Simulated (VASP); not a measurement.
# SbW (wurtzite type) (P6_3mc) in VASP: single point with PBEsol

Aim: the single point of SbW (wurtzite type) with PBEsol.

Everything below comes from runs of VASP 6.6.1. Logs are shortened: lines on timing, memory, paths and dates and some standing lists are left out, and cuts for length are marked.

### Step 1. The cell of the first run

It takes space group P6_3mc (No. 186, hexagonal). The conventional cell has a = 2.841 Å, b = 2.841 Å, c = 9.195 Å, α = 90.00°, β = 90.00°, γ = 120.00°. W (site symmetry 3m) has 4 Sb at 2.52 to 2.65 Å and 6 W at 2.84 Å within 3.3 Å. Within 3.3 Å of Sb (site symmetry 3m) lie 4 W at 2.52 to 2.65 Å and 6 Sb at 2.84 Å.

### Step 2. Single point, PBEsol

Input file INCAR:

```
ALGO = Normal
EDIFF = 1E-6
ENCUT = 500
GGA = PS
GGA_COMPAT = F
ISIF = 2
ISMEAR = -1
LASPH = T
LCHARG = F
LREAL = F
LWAVE = F
NBANDS = 37
NELM = 120
PREC = Accurate
SIGMA = 0.05
```

Input file KPOINTS:

```
k-points
0
Gamma
  9 9 5
```

Input file POSCAR:

```
SbW
1.0
    2.8410908412      0.0000000000      0.0000000000
   -1.4205454206      2.4604568429      0.0000000000
    0.0000000000      0.0000000000      9.1954885188
W Sb
2 2
Direct
    0.3333333333      0.6666666667      0.0510014519
    0.6666666667      0.3333333333      0.5510014519
    0.3333333333      0.6666666667      0.3249985481
    0.6666666667      0.3333333333      0.8249985481
```

Potentials or basis: VASP PAW PBE potentials, release 64 (W_sv, Sb_d_GW).

Launch:

```bash
$ cat potpaw_PBE.64/W_sv/POTCAR potpaw_PBE.64/Sb_d_GW/POTCAR > POTCAR
$ mpirun -np 1 vasp_std > vasp.out
```

OUTCAR:

```text
EDIFF = 1E-6
   ENCUT = 500
   GGA = PS
   ISIF = 2
   ISMEAR = -1
   LASPH = T
   LREAL = F
   NELM = 120
   PREC = Accurate

 ion  position               nearest neighbor table
   1  0.333  0.667  0.051-   3 2.52   4 2.65   4 2.65   4 2.65
   2  0.667  0.333  0.551-   4 2.52   3 2.65   3 2.65   3 2.65
   3  0.333  0.667  0.325-   1 2.52   2 2.65   2 2.65   2 2.65
   4  0.667  0.333  0.825-   2 2.52   1 2.65   1 2.65   1 2.65

  LATTYP: Found a hexagonal cell.
 ALAT       =     2.8410908412
 C/A-ratio  =     3.2366048933

  Lattice vectors:

 A1 = (   2.8410908412,   0.0000000000,   0.0000000000)
 A2 = (  -1.4205454206,   2.4604568429,   0.0000000000)
 A3 = (   0.0000000000,   0.0000000000,   9.1954885188)

Analysis of symmetry for initial positions (statically):
=====================================================================
 Subroutine PRICEL returns:
 Original cell was already a primitive cell.

 Routine SETGRP: Setting up the symmetry group for a
 hexagonal supercell.

 Subroutine GETGRP returns: Found 12 space group operations
 (whereof  6 operations were pure point group operations)
 out of a pool of 24 trial point group operations.

The static configuration has the point symmetry C_3v.
 The point group associated with its full space group is C_6v.

Analysis of symmetry for dynamics (positions and initial velocities):
=====================================================================
 Subroutine PRICEL returns:
 Original cell was already a primitive cell.

 Routine SETGRP: Setting up the symmetry group for a
 hexagonal supercell.

 Subroutine GETGRP returns: Found 12 space group operations
 (whereof  6 operations were pure point group operations)
 out of a pool of 24 trial point group operations.

The dynamic configuration has the point symmetry C_3v.
 The point group associated with its full space group is C_6v.

 Subroutine INISYM returns: Found 12 space group operations
 (whereof  6 operations are pure point group operations),
 and found     1 'primitive' translations

----------------------------------------------------------------------------------------

                                     Primitive cell

  volume of cell :      64.2800

  direct lattice vectors                    reciprocal lattice vectors
[... 83 lines left out ...]
   ISTART =      0    job   : 0-new  1-cont  2-samecut
   ICHARG =      2    charge: 1-file 2-atom 10-const
   ISPIN  =      1    spin polarized calculation?
   LNONCOLLINEAR =      F non collinear calculations
   LSORBIT =      F    spin-orbit coupling
   LASPH  =      T    aspherical Exc in radial PAW
   ENCUT  =  500.0 eV  36.75 Ry    6.06 a.u.   5.18  5.18 16.77*2*pi/ulx,y,z
   NELM   =    120;   NELMIN=  2; NELMDL= -5     # of ELM steps
   EDIFF  = 0.1E-05   stopping-criterion for ELM
   LREAL  =      F    real-space projection
   EDIFFG = 0.1E-04   stopping-criterion for IOM
   NSW    =      0    number of steps for IOM
   IBRION =     -1    ionic relax: 0-MD 1-quasi-New 2-CG
   NFREE  =      0    steps in history (QN), initial steepest desc. (CG)
   ISIF   =      2    stress and relaxation
   ISYM   =      2    0-nonsym 1-usesym 2-fastsym
   POTIM  = 0.5000    time-step for ionic-motion
   TEBEG  =    0.0;   TEEND  =   0.0 temperature during run
   PSTRESS=    0.0 pullay stress
   NELECT =      58.0000    total number of electrons
   NUPDOWN=      -1.0000    fix difference up-down
   EMIN   =  10.00;   EMAX   =-10.00  energy-range for DOS
   EFERMI =   0.00;   METHOD = LEGACY
   ISMEAR =    -1;   SIGMA  =   0.05  broadening in eV -4-tet -1-fermi 0-gaus
   EFERMI_NEDOS =   21; number of points for ismear=-14 and -15
   IALGO  =     38    algorithm
   IMIX   =      4    mixing-type and parameters
     AMIX     =   0.40;   BMIX     =  1.00
     AMIX_MAG =   1.60;   BMIX_MAG =  1.00
  volume/ion in A,a.u.               =      16.07       108.45
  Fermi-wavevector in a.u.,A,eV,Ry     =   1.581948  2.989449 34.049399  2.502560
  Thomas-Fermi vector in A             =   2.681946
   LORBIT       =      0    0 simple, 1 ext, 2 COOP (PROOUT), +10 PAW based schemes
   GGA     = PS    functional components
   LHFCALC =     F    Hartree Fock is set to
   AEXX    =    0.0000 exact exchange contribution
   IVDW    =     0    specifies the selected vdW correction
   LEPSILON=     F    determine dielectric tensor
   LRPA    =     F    only Hartree local field effects (RPA)
 non-spin polarized calculation
  energy-cutoff  :      500.00
  volume of cell :       64.28
 maximum number of plane-waves:      1645
 NGX is ok and might be reduce to    24
   NGX = 11   NGY = 11   NGZ = 33

 number of electron      58.0000022 magnetization

 Free energy of the ion-electron system (eV)
  ---------------------------------------------------
  ext. energy  EPLUGINS =         0.00000000
  ---------------------------------------------------
  free energy    TOTEN  =       -31.29508597 eV

  energy without entropy =      -31.26384172  energy(sigma->0) =      -31.27946384

 E-fermi :  11.7039     XC(G=0): -13.5141

 val. band max:       11.6981880010   @ k =   0.3333   0.1111   0.2000
 cond. band min:      11.7127314309   @ k =   0.4444   0.1111   0.4000
 fundamental gap:      0.0145434299
 Fermi energy:        11.7038663689

 k-point     1 :       0.0000    0.0000    0.0000
  band No.  band energies     occupation
      1     -61.8483      2.00000
      2     -61.8479      2.00000
      3     -26.5000      2.00000
      4     -26.4707      2.00000
      5     -25.5990      2.00000
      6     -25.5990      2.00000
[... 949 lines left out ...]
     36      17.3897      0.00000
     37      18.8957      0.00000

 [... further k-points ...]
[... 5 lines left out ...]
  --------------------------------------------------------------------------------------
  -------------------------------------------------------------------------------------
  Total       21.0097242     21.0097242     21.0978572      0.0000000     -0.0000000      0.0000000
  in kB      523.6670583    523.6670583    525.8637723      0.0000000     -0.0000000      0.0000000
  external PRESSURE =     524.3992963 kB  Pullay stress =       0.0000000 kB

 VOLUME and BASIS-vectors are now :
 -----------------------------------------------------------------------------
  energy-cutoff  :      500.00
  volume of cell :       64.28
      direct lattice vectors                 reciprocal lattice vectors
     2.841090841  0.000000000  0.000000000     0.351977482  0.203214294  0.000000000
    -1.420545421  2.460456843  0.000000000     0.000000000  0.406428588  0.000000000
     0.000000000  0.000000000  9.195488519     0.000000000  0.000000000  0.108748980

 POSITION                                       TOTAL-FORCE (eV/Angst)
 -----------------------------------------------------------------------------------
     -0.00000      1.64030      0.46898        -0.000000      0.000000      0.022108
      1.42055      0.82015      5.06673         0.000000     -0.000000      0.022108
     -0.00000      1.64030      2.98852         0.000000     -0.000000     -0.022108
      1.42055      0.82015      7.58626         0.000000      0.000000     -0.022108
 -----------------------------------------------------------------------------------
    total drift:                               -0.000000      0.000000     -0.006332

  FREE ENERGIE OF THE ION-ELECTRON SYSTEM (eV)
  ---------------------------------------------------
  free  energy   TOTEN  =       -31.2950859676 eV

  energy  without entropy=      -31.2638417208  energy(sigma->0) =      -31.27946384
```

stdout:

```text
POSCAR found type information on POSCAR W Sb
 POSCAR found :  2 types and       4 ions
 scaLAPACK will be used
 -----------------------------------------------------------------------------
|                                                                             |
|                                                                             |
|     You enforced a specific xc type in the INCAR file but a different       |
|     I HOPE YOU KNOW WHAT YOU ARE DOING!                                     |
|                                                                             |
 -----------------------------------------------------------------------------

 LDA part: xc-table for (Slater+PW92), standard interpolation
 POSCAR, INCAR and KPOINTS ok, starting setup
 FFT: planning ... GRIDC
 FFT: planning ... GRID_SOFT
 FFT: planning ... GRID
 WAVECAR not read
 entering main loop
```

Run time: 93 s. Hardware: 1 thread of Intel Xeon Platinum 8259CL at 2.50GHz (Skylake/Cascade Lake), shared host; peak memory 0.24 GiB.

What came out:

```yaml
Free_energy: -31.2951 eV
Pressure: 52.4 GPa
Largest_force: 0.022 eV/Å
Band_gap_on_the_k_mesh: zero (bands 29 and 30 overlap by 3.06 eV)
```

Forces in eV/Å, atoms in the order of the input:
```
W    0.000  0.000  0.022
W    0.000  0.000  0.022
Sb   0.000  0.000 -0.022
Sb   0.000  0.000 -0.022
```

Caveat: the cell stands under pressure; the PAW data sets were made with another functional, which shifts forces and pressure a little; spin-orbit coupling is left out, which moves the levels of the heavy elements.
